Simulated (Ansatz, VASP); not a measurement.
# One calculation of Bi, two programs

```
CELL_PARAMETERS angstrom
6.44421 0.00000 0.00000
0.00000 6.44421 0.00000
0.00000 0.00000 6.44421
ATOMIC_POSITIONS crystal
Bi 0.00000 0.00000 0.00000
Bi 0.50000 0.50000 0.50000
Bi 0.25000 0.00000 0.50000
Bi 0.75000 0.00000 0.50000
Bi 0.50000 0.25000 0.00000
Bi 0.50000 0.75000 0.00000
Bi 0.00000 0.50000 0.25000
Bi 0.00000 0.50000 0.75000
```

Alike in both runs: functional RPBE; k mesh 4 × 4 × 4; occupations fermi-dirac, width 0.1 eV; no spin polarisation.

Ansatz relaxed the structure, and its values are those at the end. VASP's run is a single point on that final structure, the one shown.

|  | VASP | Ansatz |
| --- | --- | --- |
| version | VASP 6.6.1 | Ansatz 0.2.0 |
| potentials or method | VASP PAW PBE potentials, release 64 (Bi_d), cutoff 520 eV | plane waves (420 eV) with PAW, scalar-relativistic |
| valence electrons in the cell | 120 | 120 |

Ansatz gave:

- pressure (GPa): 0.0

Q: What did VASP give for the same quantities?

A: Pressure (GPa): -0.1.

VASP's potentials were made for PBE, not for RPBE.

Neither program's run includes spin-orbit coupling.
